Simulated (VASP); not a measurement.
# W (Im-3m) in VASP: single point with r2SCAN

Aim: the single point of W with r2SCAN.

Everything below comes from runs of VASP 6.6.1. Logs are shortened: lines on timing, memory, paths and dates and some standing lists are left out, and cuts for length are marked.

### Step 1. The cell of the first run

It takes space group Im-3m (No. 229, cubic). The conventional cell has a = 3.155 Å, b = 3.155 Å, c = 3.155 Å, α = 90.00°, β = 90.00°, γ = 90.00°. Within 3.6 Å of W (site symmetry m-3m) lie 14 W at 2.73 to 3.15 Å.

### Step 2. Single point, r2SCAN

Input file POSCAR:

```
W
1.0
   -1.5772668767      1.5772668767      1.5772668767
    1.5772668767     -1.5772668767      1.5772668767
    1.5772668767      1.5772668767     -1.5772668767
W
1
Direct
    0.0000000000      0.0000000000      0.0000000000
```

Input file INCAR.step1:

```
SYSTEM = W
PREC = Accurate
ENCUT = 520
ISMEAR = 0
SIGMA = 0.1
LREAL = .False.
LASPH = .True.
NELM = 80
NBANDS = 13
GGA = PE
ALGO = Normal
EDIFF = 1E-4
LWAVE = .True.
LCHARG = .False.
```

Input file INCAR.step2:

```
SYSTEM = W
PREC = Accurate
ENCUT = 520
EDIFF = 1E-6
ISMEAR = 0
SIGMA = 0.1
LREAL = .False.
LASPH = .True.
NELM = 80
ALGO = Normal
ISIF = 2
LWAVE = .False.
LCHARG = .False.
METAGGA = R2SCAN
LMIXTAU = .True.
NBANDS = 13
ISTART = 1
```

Input file KPOINTS:

```
Automatic mesh
0
Gamma
  18 18 18
  0 0 0
```

Potentials or basis: VASP PAW PBE potentials, release 64 (W_sv).

On the command line:

```console
cat potpaw_PBE.64/W_sv/POTCAR > POTCAR
cp INCAR.step1 INCAR
mpirun -np 1 vasp_std > vasp.out
cp INCAR.step2 INCAR
mpirun -np 1 vasp_std > vasp.out
```

OUTCAR:

```text
SYSTEM = W
   PREC = Accurate
   ENCUT = 520
   EDIFF = 1E-6
   ISMEAR = 0
   LREAL = .False.
   LASPH = .True.
   NELM = 80
   ISIF = 2
   METAGGA = R2SCAN
   ISTART = 1

 ion  position               nearest neighbor table
   1  0.000  0.000  0.000-

  LATTYP: Found a body centered cubic cell.
 ALAT       =     3.1545337534

  Lattice vectors:

 A1 = (  -1.5772668767,   1.5772668767,   1.5772668767)
 A2 = (   1.5772668767,  -1.5772668767,   1.5772668767)
 A3 = (   1.5772668767,   1.5772668767,  -1.5772668767)

Analysis of symmetry for initial positions (statically):
=====================================================================
 Subroutine PRICEL returns:
 Original cell was already a primitive cell.

 Routine SETGRP: Setting up the symmetry group for a
 body centered cubic supercell.

 Subroutine GETGRP returns: Found 48 space group operations
 (whereof 48 operations were pure point group operations)
 out of a pool of 48 trial point group operations.

The static configuration has the point symmetry O_h .

Analysis of symmetry for dynamics (positions and initial velocities):
=====================================================================
 Subroutine PRICEL returns:
 Original cell was already a primitive cell.

 Routine SETGRP: Setting up the symmetry group for a
 body centered cubic supercell.

 Subroutine GETGRP returns: Found 48 space group operations
 (whereof 48 operations were pure point group operations)
 out of a pool of 48 trial point group operations.

The dynamic configuration has the point symmetry O_h .

 Subroutine INISYM returns: Found 48 space group operations
 (whereof 48 operations are pure point group operations),
 and found     1 'primitive' translations

----------------------------------------------------------------------------------------

                                     Primitive cell

  volume of cell :      15.6955

  direct lattice vectors                    reciprocal lattice vectors
    -1.577266877  1.577266877  1.577266877     0.000000000  0.317004058  0.317004058
     1.577266877 -1.577266877  1.577266877     0.317004058  0.000000000  0.317004058
     1.577266877  1.577266877 -1.577266877     0.317004058  0.317004058  0.000000000

  length of vectors
     2.731906368  2.731906368  2.731906368     0.448311438  0.448311438  0.448311438

  position of ions in fractional coordinates (direct lattice)
     0.000000000  0.000000000  0.000000000

  ion indices of the primitive-cell ions
   primitive index   ion index
                 1           1

----------------------------------------------------------------------------------------

 KPOINTS: Automatic mesh

Automatic generation of k-mesh.
 Grid dimensions read from file:
 generate k-points for:   18   18   18

 Generating k-lattice:

  Cartesian coordinates                     Fractional coordinates (reciprocal lattice)
     0.000000000  0.017611337  0.017611337     0.055555556  0.000000000  0.000000000
     0.017611337  0.000000000  0.017611337     0.000000000  0.055555556  0.000000000
     0.017611337  0.017611337  0.000000000     0.000000000  0.000000000  0.055555556

  Length of vectors
     0.024906191  0.024906191  0.024906191

  Shift w.r.t. Gamma in fractional coordinates (k-lattice)
     0.000000000  0.000000000  0.000000000

 Subroutine IBZKPT returns following result:
 ===========================================

 Found    195 irreducible k-points:

 Following reciprocal coordinates:
            Coordinates               Weight
  0.000000  0.000000  0.000000      1.000000
  0.055556  0.000000  0.000000     12.000000
  0.111111  0.000000  0.000000     12.000000
  0.166667  0.000000  0.000000     12.000000
  0.222222  0.000000  0.000000     12.000000
  0.277778  0.000000  0.000000     12.000000
[... 16 lines left out ...]
  0.333333  0.111111  0.000000     48.000000
  0.388889  0.111111  0.000000     48.000000
 [... further k-points ...]
   k-points           NKPTS =    195   k-points in BZ     NKDIM =    195   number of bands    NBANDS=     13
   number of dos      NEDOS =    301   number of ions     NIONS =      1
   total plane-waves  NPLWV =   8000
   dimension x,y,z NGX =    20 NGY =   20 NGZ =   20
   dimension x,y,z NGXF=    40 NGYF=   40 NGZF=   40
   ions per type =               1
   NGX,Y,Z   is equivalent  to a cutoff of  12.17, 12.17, 12.17 a.u.
   NGXF,Y,Z  is equivalent  to a cutoff of  24.34, 24.34, 24.34 a.u.
 SYSTEM =  W
   PREC   = accura    normal or accurate (medium, high low for compatibility)
   ISTART =      1    job   : 0-new  1-cont  2-samecut
   ICHARG =      0    charge: 1-file 2-atom 10-const
   ISPIN  =      1    spin polarized calculation?
   LNONCOLLINEAR =      F non collinear calculations
   LSORBIT =      F    spin-orbit coupling
   LASPH  =      T    aspherical Exc in radial PAW
   ENCUT  =  520.0 eV  38.22 Ry    6.18 a.u.   5.08  5.08  5.08*2*pi/ulx,y,z
   NELM   =     80;   NELMIN=  2; NELMDL=  0     # of ELM steps
   EDIFF  = 0.1E-05   stopping-criterion for ELM
   LREAL  =      F    real-space projection
   EDIFFG = 0.1E-04   stopping-criterion for IOM
   NSW    =      0    number of steps for IOM
   IBRION =     -1    ionic relax: 0-MD 1-quasi-New 2-CG
   NFREE  =      0    steps in history (QN), initial steepest desc. (CG)
   ISIF   =      2    stress and relaxation
   ISYM   =      2    0-nonsym 1-usesym 2-fastsym
   POTIM  = 0.5000    time-step for ionic-motion
   TEBEG  =    0.0;   TEEND  =   0.0 temperature during run
   PSTRESS=    0.0 pullay stress
   NELECT =      14.0000    total number of electrons
   NUPDOWN=      -1.0000    fix difference up-down
   EMIN   =  10.00;   EMAX   =-10.00  energy-range for DOS
   EFERMI =   0.00;   METHOD = LEGACY
   ISMEAR =     0;   SIGMA  =   0.10  broadening in eV -4-tet -1-fermi 0-gaus
   EFERMI_NEDOS =   21; number of points for ismear=-14 and -15
   IALGO  =     38    algorithm
   IMIX   =      4    mixing-type and parameters
     AMIX     =   0.40;   BMIX     =  1.00
     AMIX_MAG =   1.60;   BMIX_MAG =  1.00
  volume/ion in A,a.u.               =      15.70       105.92
  Fermi-wavevector in a.u.,A,eV,Ry     =   1.575889  2.977999 33.789070  2.483427
  Thomas-Fermi vector in A             =   2.676805
   LORBIT       =      0    0 simple, 1 ext, 2 COOP (PROOUT), +10 PAW based schemes
   METAGGA = R2SCAN    functional components
   LHFCALC =     F    Hartree Fock is set to
   AEXX    =    0.0000 exact exchange contribution
   IVDW    =     0    specifies the selected vdW correction
   LEPSILON=     F    determine dielectric tensor
   LRPA    =     F    only Hartree local field effects (RPA)
 non-spin polarized calculation
 Gauss-broadening in eV      SIGMA  =   0.10
  energy-cutoff  :      520.00
  volume of cell :       15.70
 maximum number of plane-waves:       434
   NGX = 11   NGY = 11   NGZ = 11

 number of electron      14.0000005 magnetization

 Free energy of the ion-electron system (eV)
  ---------------------------------------------------
  ext. energy  EPLUGINS =         0.00000000
  ---------------------------------------------------
  free energy    TOTEN  =       -51.34301396 eV

  energy without entropy =      -51.33955933  energy(sigma->0) =      -51.34128665

 E-fermi :  11.4277     XC(G=0): -15.0226

 val. band max:       11.4237066988   @ k =   0.5000   0.5000   0.0556
 cond. band min:      11.4398312150   @ k =  -0.3889   0.3889   0.2778
 fundamental gap:      0.0161245163
 Fermi energy:        11.4277046005

 k-point     1 :       0.0000    0.0000    0.0000
  band No.  band energies     occupation
      1     -64.6606      2.00000
      2     -27.5049      2.00000
      3     -27.5049      2.00000
      4     -27.5049      2.00000
      5       1.2492      2.00000
      6      10.1366      2.00000
      7      10.1366      2.00000
      8      10.1366      2.00000
      9      14.0226      0.00000
     10      14.0227      0.00000
     11      26.7143      0.00000
     12      26.7143      0.00000
     13      26.7143      0.00000

 k-point     2 :       0.0556    0.0000    0.0000
  band No.  band energies     occupation
      1     -64.6559      2.00000
      2     -27.5515      2.00000
      3     -27.5193      2.00000
      4     -27.5052      2.00000
      5       1.4077      2.00000
      6      10.0383      2.00000
      7      10.1137      2.00000
      8      10.2890      2.00000
      9      13.8610      0.00000
     10      14.0217      0.00000
     11      26.8506      0.00000
     12      26.9842      0.00000
     13      27.1035      0.00000

 k-point     3 :       0.1111    0.0000    0.0000
  band No.  band energies     occupation
      1     -64.6423      2.00000
      2     -27.6839      2.00000
      3     -27.5603      2.00000
      4     -27.5059      2.00000
      5       1.8653      2.00000
      6       9.7669      2.00000
      7      10.0175      2.00000
      8      10.7406      2.00000
      9      13.5130      0.00000
     10      14.0274      0.00000
     11      27.1920      0.00000
     12      27.7684      0.00000
     13      28.0907      0.00000
[... 305 lines left out ...]
 k-point    23 :       0.3333    0.1111    0.0000
  band No.  band energies     occupation
      1     -64.5154      2.00000
      2     -28.7387      2.00000
      3     -27.9533      2.00000
      4     -27.5742      2.00000
      5       5.2694      2.00000
      6       7.9476      2.00000
      7       9.9900      2.00000
      8      13.6008      0.00000
      9      14.9190      0.00000
     10      17.0737      0.00000
     11      24.2107      0.00000
     12      25.5360      0.00000
     13      30.2578      0.00000

 k-point    24 :       0.3889    0.1111    0.0000
  band No.  band energies     occupation
      1     -64.5024      2.00000
      2     -28.8356      2.00000
      3     -28.0008      2.00000
      4     -27.5759      2.00000
      5       5.2664      2.00000
      6       7.7951      2.00000
      7      10.7361      2.00000
      8      13.7107      0.00000
      9      15.1379      0.00000
     10      18.1616      0.00000
     11      23.1008      0.00000
     12      24.6868      0.00000
     13      29.1879      0.00000

 [... further k-points ...]

------------------------ aborting loop because EDIFF is reached ----------------------------------------

  FORCE on cell =-STRESS in cart. coord.  units (eV):
  Direction    XX          YY          ZZ          XY          YZ          ZX
  --------------------------------------------------------------------------------------
  -------------------------------------------------------------------------------------
  Total        0.5507712      0.5507712      0.5507712      0.0000000      0.0000000      0.0000000
  in kB       56.2219952     56.2219952     56.2219952      0.0000000      0.0000000      0.0000000
  external PRESSURE =      56.2219952 kB  Pullay stress =       0.0000000 kB

 VOLUME and BASIS-vectors are now :
 -----------------------------------------------------------------------------
  energy-cutoff  :      520.00
  volume of cell :       15.70
      direct lattice vectors                 reciprocal lattice vectors
    -1.577266877  1.577266877  1.577266877     0.000000000  0.317004058  0.317004058
     1.577266877 -1.577266877  1.577266877     0.317004058  0.000000000  0.317004058
     1.577266877  1.577266877 -1.577266877     0.317004058  0.317004058  0.000000000

 POSITION                                       TOTAL-FORCE (eV/Angst)
 -----------------------------------------------------------------------------------
      0.00000      0.00000      0.00000         0.000000      0.000000      0.000000
 -----------------------------------------------------------------------------------
    total drift:                                0.000000      0.000000      0.000000

  FREE ENERGIE OF THE ION-ELECTRON SYSTEM (eV)
  ---------------------------------------------------
  free  energy   TOTEN  =       -51.3430139588 eV

  energy  without entropy=      -51.3395593326  energy(sigma->0) =      -51.34128665
```

Wall time 2.8 min (1 thread of Intel Xeon 8259CL, shared host); peak memory 0.16 GiB.

Results:

```yaml
Free_energy: -51.3430 eV
Pressure: 5.6 GPa
Band_gap_on_the_k_mesh: zero (band 7 reaches 16.85 eV, above the bottom of band 8 at 10.14 eV)
```

Caveat: the PAW data sets were made with another functional, which shifts forces and pressure a little; spin-orbit coupling is left out, which moves the levels of the heavy elements.
